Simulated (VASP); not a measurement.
# Au: single point with LDA

Crystal: Au.

```
Au
1.0
     0.00000    2.89490    2.89490
     2.89490    0.00000    2.89490
     2.89490    2.89490    0.00000
Au
2
Cartesian
  0.7237 0.7237 0.7237
  5.0661 5.0661 5.0661
```

This isn't the form of Au at room conditions, which is fcc.

```yaml
Program: VASP 6.6.1
Task: single point
Functional: LDA
Potentials_or_basis: VASP PAW LDA potentials, release 64 (Au)
Cutoff: 520 eV
k_mesh: 10 × 10 × 10
Occupations: fermi-dirac, width 0.1 eV
Spin: no spin polarisation
Dipole_correction: no
Further_INCAR_settings: ALGO = Normal; EDIFF = 1e-07; NBANDS = 18
```

- Pressure: 8.7 GPa
- Band gap on the k mesh: zero (bands 11 and 12 overlap by 0.66 eV)

Levels at points of the mesh, in eV from the Fermi level:
```
           k point  band 8  band 9  band 10  band 11  band 12  band 13  band 14  band 15
(0.00, 0.00, 0.00)   -2.68   -2.68    -1.24    -1.24     9.84    10.26    10.78    10.78
(0.50, 0.00, 0.00)   -2.30   -1.53    -1.48    -1.48    -0.26     7.35     7.35     9.80
(0.50, 0.50, 0.00)   -3.25   -1.26    -1.26     0.38     0.38     3.61     3.61     8.67
```

Wall time 21 s on 1 thread of AMD EPYC 7R13 Processor (Zen 3), on a shared host, peak memory 0.14 GiB.

Caveat: the cell stands under pressure; spin-orbit coupling is left out, which moves the levels of the heavy elements.
